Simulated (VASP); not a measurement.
# Tl in VASP: further runs

The runs below take Tl through single point, with PBEsol, PBE.

Everything below comes from runs of VASP 6.6.1. Logs are shortened: lines on timing, memory, paths and dates and some standing lists are left out, and cuts for length are marked.

## Step 1: The cell of the first run

It takes space group P6_3/mmc (No. 194, hexagonal). The conventional cell has a = 3.479 Å, b = 3.479 Å, c = 5.562 Å, α = 90.00°, β = 90.00°, γ = 120.00°. Tl (site symmetry -6m2) has 12 Tl at 3.43 to 3.48 Å within 4.5 Å.

## Step 2: Single point, PBEsol

Input file INCAR:

```
SYSTEM = Tl
ALGO = Fast ; EDIFF = 1E-6
ENCUT = 520 ; GGA = PS
ISIF = 2 ; ISMEAR = -1
LASPH = .True. ; LCHARG = .False.
LREAL = .False. ; LWAVE = .False.
NBANDS = 20 ; NELM = 80
PREC = Accurate ; SIGMA = 0.05
```

Input file KPOINTS:

```
k-points
0
Gamma
  9 9 5
  0 0 0
```

Input file POSCAR:

```
Tl
1.0
    3.4788880842      0.0000000000      0.0000000000
   -1.7394440421      3.0128054579      0.0000000000
    0.0000000000      0.0000000000      5.5615904703
Tl
2
Direct
    0.6666666667      0.3333333333      0.7500000000
    0.3333333333      0.6666666667      0.2500000000
```

Potentials or basis: VASP PAW PBE potentials, release 64 (Tl_d).

Run with:

```bash
cat potpaw_PBE.64/Tl_d/POTCAR > POTCAR
mpirun -np 1 vasp_std > vasp.out
```

OUTCAR:

```text
SYSTEM = Tl
   EDIFF = 1E-6
   ENCUT = 520
   GGA = PS
   ISIF = 2
   ISMEAR = -1
   LASPH = .True.
   LREAL = .False.
   NELM = 80
   PREC = Accurate

 ion  position               nearest neighbor table
   1  0.667  0.333  0.750-   2 3.43   2 3.43   2 3.43   2 3.43   2 3.43   2 3.43
   2  0.333  0.667  0.250-   1 3.43   1 3.43   1 3.43   1 3.43   1 3.43   1 3.43

  LATTYP: Found a hexagonal cell.
 ALAT       =     3.4788880842
 C/A-ratio  =     1.5986689815

  Lattice vectors:

 A1 = (   3.4788880842,   0.0000000000,   0.0000000000)
 A2 = (  -1.7394440421,   3.0128054579,   0.0000000000)
 A3 = (   0.0000000000,   0.0000000000,   5.5615904703)

Analysis of symmetry for initial positions (statically):
=====================================================================
 Subroutine PRICEL returns:
 Original cell was already a primitive cell.

 Routine SETGRP: Setting up the symmetry group for a
 hexagonal supercell.

 Subroutine GETGRP returns: Found 24 space group operations
 (whereof 12 operations were pure point group operations)
 out of a pool of 24 trial point group operations.

The static configuration has the point symmetry D_3d.
 The point group associated with its full space group is D_6h.

Analysis of symmetry for dynamics (positions and initial velocities):
=====================================================================
 Subroutine PRICEL returns:
 Original cell was already a primitive cell.

 Routine SETGRP: Setting up the symmetry group for a
 hexagonal supercell.

 Subroutine GETGRP returns: Found 24 space group operations
 (whereof 12 operations were pure point group operations)
 out of a pool of 24 trial point group operations.

The dynamic configuration has the point symmetry D_3d.
 The point group associated with its full space group is D_6h.

 Subroutine INISYM returns: Found 24 space group operations
 (whereof 12 operations are pure point group operations),
 and found     1 'primitive' translations

----------------------------------------------------------------------------------------

                                     Primitive cell

  volume of cell :      58.2922

  direct lattice vectors                    reciprocal lattice vectors
     3.478888084  0.000000000  0.000000000     0.287448166  0.165958276  0.000000000
    -1.739444042  3.012805458  0.000000000     0.000000000  0.331916552  0.000000000
     0.000000000  0.000000000  5.561590470     0.000000000  0.000000000  0.179804681

  length of vectors
     3.478888084  3.478888084  5.561590470     0.331916552  0.331916552  0.179804681

  position of ions in fractional coordinates (direct lattice)
     0.666666667  0.333333333  0.750000000
     0.333333333  0.666666667  0.250000000

  ion indices of the primitive-cell ions
   primitive index   ion index
                 1           1
                 2           2

----------------------------------------------------------------------------------------

 KPOINTS: k-points

Automatic generation of k-mesh.
 Grid dimensions read from file:
 generate k-points for:    9    9    5

 Generating k-lattice:

  Cartesian coordinates                     Fractional coordinates (reciprocal lattice)
     0.031938685  0.018439808  0.000000000     0.111111111  0.000000000  0.000000000
     0.000000000  0.036879617  0.000000000     0.000000000  0.111111111  0.000000000
     0.000000000  0.000000000  0.035960936     0.000000000  0.000000000  0.200000000

  Length of vectors
     0.036879617  0.036879617  0.035960936

  Shift w.r.t. Gamma in fractional coordinates (k-lattice)
     0.000000000  0.000000000  0.000000000

 Subroutine IBZKPT returns following result:
 ===========================================

 Found     36 irreducible k-points:

 Following reciprocal coordinates:
            Coordinates               Weight
  0.000000  0.000000  0.000000      1.000000
  0.111111 -0.000000  0.000000      6.000000
  0.222222 -0.000000  0.000000      6.000000
  0.333333 -0.000000  0.000000      6.000000
  0.444444 -0.000000  0.000000      6.000000
  0.111111  0.111111  0.000000      6.000000
[... 16 lines left out ...]
  0.333333  0.222222  0.200000     24.000000
  0.333333  0.333333  0.200000      4.000000
 [... further k-points ...]
   k-points           NKPTS =     36   k-points in BZ     NKDIM =     36   number of bands    NBANDS=     20
   number of dos      NEDOS =    301   number of ions     NIONS =      2
   total plane-waves  NPLWV =  32928
   dimension x,y,z NGX =    28 NGY =   28 NGZ =   42
   dimension x,y,z NGXF=    56 NGYF=   56 NGZF=   84
   ions per type =               2
   NGX,Y,Z   is equivalent  to a cutoff of  13.38, 13.38, 12.55 a.u.
   NGXF,Y,Z  is equivalent  to a cutoff of  26.76, 26.76, 25.11 a.u.
 SYSTEM =  Tl
   PREC   = accura    normal or accurate (medium, high low for compatibility)
   ISTART =      0    job   : 0-new  1-cont  2-samecut
   ICHARG =      2    charge: 1-file 2-atom 10-const
   ISPIN  =      1    spin polarized calculation?
   LNONCOLLINEAR =      F non collinear calculations
   LSORBIT =      F    spin-orbit coupling
   LASPH  =      T    aspherical Exc in radial PAW
   ENCUT  =  520.0 eV  38.22 Ry    6.18 a.u.   6.47  6.47 10.34*2*pi/ulx,y,z
   NELM   =     80;   NELMIN=  2; NELMDL= -5     # of ELM steps
   EDIFF  = 0.1E-05   stopping-criterion for ELM
   LREAL  =      F    real-space projection
   EDIFFG = 0.1E-04   stopping-criterion for IOM
   NSW    =      0    number of steps for IOM
   IBRION =     -1    ionic relax: 0-MD 1-quasi-New 2-CG
   NFREE  =      0    steps in history (QN), initial steepest desc. (CG)
   ISIF   =      2    stress and relaxation
   ISYM   =      2    0-nonsym 1-usesym 2-fastsym
   POTIM  = 0.5000    time-step for ionic-motion
   TEBEG  =    0.0;   TEEND  =   0.0 temperature during run
   PSTRESS=    0.0 pullay stress
   NELECT =      26.0000    total number of electrons
   NUPDOWN=      -1.0000    fix difference up-down
   EMIN   =  10.00;   EMAX   =-10.00  energy-range for DOS
   EFERMI =   0.00;   METHOD = LEGACY
   ISMEAR =    -1;   SIGMA  =   0.05  broadening in eV -4-tet -1-fermi 0-gaus
   EFERMI_NEDOS =   21; number of points for ismear=-14 and -15
   IALGO  =     68    algorithm
   IMIX   =      4    mixing-type and parameters
     AMIX     =   0.40;   BMIX     =  1.00
     AMIX_MAG =   1.60;   BMIX_MAG =  1.00
  volume/ion in A,a.u.               =      29.15       196.69
  Fermi-wavevector in a.u.,A,eV,Ry     =   1.250823  2.363712 21.287097  1.564557
  Thomas-Fermi vector in A             =   2.384799
   LORBIT       =      0    0 simple, 1 ext, 2 COOP (PROOUT), +10 PAW based schemes
   GGA     = PS    functional components
   LHFCALC =     F    Hartree Fock is set to
   AEXX    =    0.0000 exact exchange contribution
   IVDW    =     0    specifies the selected vdW correction
   LEPSILON=     F    determine dielectric tensor
   LRPA    =     F    only Hartree local field effects (RPA)
 non-spin polarized calculation
 RMM-DIIS sequential band-by-band and
  energy-cutoff  :      520.00
  volume of cell :       58.29
 maximum number of plane-waves:      1584
 NGX is ok and might be reduce to    28
   NGX = 13   NGY = 13   NGZ = 21

 number of electron      26.0000002 magnetization

 Free energy of the ion-electron system (eV)
  ---------------------------------------------------
  ext. energy  EPLUGINS =         0.00000000
  ---------------------------------------------------
  free energy    TOTEN  =        -5.24320922 eV

  energy without entropy =       -5.22880153  energy(sigma->0) =       -5.23600538

 E-fermi :   6.1427     XC(G=0): -10.2707

 val. band max:        6.1263461203   @ k =   0.2222   0.2222   0.4000
 cond. band min:       6.1755539607   @ k =   0.2222   0.1111   0.2000
 fundamental gap:      0.0492078404
 Fermi energy:         6.1426860514

 k-point     1 :       0.0000    0.0000    0.0000
  band No.  band energies     occupation
      1      -5.5157      2.00000
      2      -5.2977      2.00000
      3      -5.2812      2.00000
      4      -5.2812      2.00000
      5      -5.2301      2.00000
      6      -5.2301      2.00000
[... 12 lines left out ...]
     19      16.8738      0.00000
     20      16.9270      0.00000

 k-point     2 :       0.1111   -0.0000    0.0000
  band No.  band energies     occupation
      1      -5.4813      2.00000
      2      -5.3364      2.00000
      3      -5.2411      2.00000
      4      -5.2313      2.00000
      5      -5.2197      2.00000
      6      -5.1966      2.00000
[... 12 lines left out ...]
     19      16.7167      0.00000
     20      17.8569      0.00000

 k-point     3 :       0.2222   -0.0000    0.0000
  band No.  band energies     occupation
      1      -5.4965      2.00000
      2      -5.3261      2.00000
      3      -5.2825      2.00000
      4      -5.2415      2.00000
      5      -5.2411      2.00000
      6      -5.1148      2.00000
[... 12 lines left out ...]
     19      15.9319      0.00000
     20      17.3526      0.00000

 k-point     4 :       0.3333   -0.0000    0.0000
  band No.  band energies     occupation
      1      -5.5743      2.00000
      2      -5.3962      2.00000
      3      -5.3666      2.00000
      4      -5.2941      2.00000
      5      -5.1619      2.00000
      6      -5.0674      2.00000
[... 12 lines left out ...]
     19      14.9512      0.00000
     20      16.4321      0.00000

 k-point     5 :       0.4444   -0.0000    0.0000
  band No.  band energies     occupation
      1      -5.6275      2.00000
      2      -5.4747      2.00000
      3      -5.4071      2.00000
      4      -5.3260      2.00000
      5      -5.1087      2.00000
      6      -5.1079      2.00000
[... 12 lines left out ...]
     19      14.3503      0.00000
     20      15.9601      0.00000
[... 353 lines left out ...]
      6      -5.0289      2.00000
[... 12 lines left out ...]
     19      15.7116      0.00000
     20      15.9054      0.00000

 k-point    22 :       0.2222    0.2222    0.2000
  band No.  band energies     occupation
      1      -5.4594      2.00000
      2      -5.3950      2.00000
      3      -5.3419      2.00000
      4      -5.3354      2.00000
      5      -5.1622      2.00000
      6      -5.1017      2.00000
[... 12 lines left out ...]
     19      15.2354      0.00000
     20      18.3191      0.00000

 k-point    23 :       0.3333    0.2222    0.2000
  band No.  band energies     occupation
      1      -5.4900      2.00000
      2      -5.4185      2.00000
      3      -5.3548      2.00000
      4      -5.2694      2.00000
      5      -5.2000      2.00000
      6      -5.0587      2.00000
[... 12 lines left out ...]
     19      14.4936      0.00000
     20      18.7938      0.00000

 k-point    24 :       0.3333    0.3333    0.2000
  band No.  band energies     occupation
      1      -5.4811      2.00000
      2      -5.3696      2.00000
      3      -5.3696      2.00000
      4      -5.1601      2.00000
      5      -5.1600      2.00000
      6      -5.1600      2.00000
[... 12 lines left out ...]
     19      13.6724      0.00000
     20      21.0131      0.00000

 [... further k-points ...]

------------------------ aborting loop because EDIFF is reached ----------------------------------------

  FORCE on cell =-STRESS in cart. coord.  units (eV):
  Direction    XX          YY          ZZ          XY          YZ          ZX
  --------------------------------------------------------------------------------------
  -------------------------------------------------------------------------------------
  Total       -0.3292700     -0.3292700      0.0789544      0.0000000      0.0000000      0.0000000
  in kB       -9.0500746     -9.0500746      2.1700842      0.0000000      0.0000000      0.0000000
  external PRESSURE =      -5.3100217 kB  Pullay stress =       0.0000000 kB

 VOLUME and BASIS-vectors are now :
 -----------------------------------------------------------------------------
  energy-cutoff  :      520.00
  volume of cell :       58.29
      direct lattice vectors                 reciprocal lattice vectors
     3.478888084  0.000000000  0.000000000     0.287448166  0.165958276  0.000000000
    -1.739444042  3.012805458  0.000000000     0.000000000  0.331916552  0.000000000
     0.000000000  0.000000000  5.561590470     0.000000000  0.000000000  0.179804681

 POSITION                                       TOTAL-FORCE (eV/Angst)
 -----------------------------------------------------------------------------------
      1.73944      1.00427      4.17119         0.000000      0.000000      0.000000
     -0.00000      2.00854      1.39040        -0.000000      0.000000      0.000000
 -----------------------------------------------------------------------------------
    total drift:                               -0.000000      0.000000      0.000000

  FREE ENERGIE OF THE ION-ELECTRON SYSTEM (eV)
  ---------------------------------------------------
  free  energy   TOTEN  =        -5.2432092245 eV

  energy  without entropy=       -5.2288015261  energy(sigma->0) =       -5.23600538
```

It took 21 s on 1 thread of Intel Xeon Platinum 8488C (Sapphire Rapids), shared host; peak memory 0.18 GiB.

What came out:

| Property | Result |
| --- | --- |
| Free energy | -5.2432 eV |
| Pressure | -0.5 GPa |
| Band gap on the k mesh | zero (band 13 reaches 8.22 eV, above the bottom of band 14 at 4.64 eV) |

Stress tensor (GPa, compression positive):
```
-0.91  0.00  0.00
 0.00 -0.91  0.00
 0.00  0.00  0.22
```

Caveat: the PAW data sets were made with another functional, which shifts forces and pressure a little; spin-orbit coupling is left out, which moves the levels of the heavy elements.

[end of part 1 of 2]
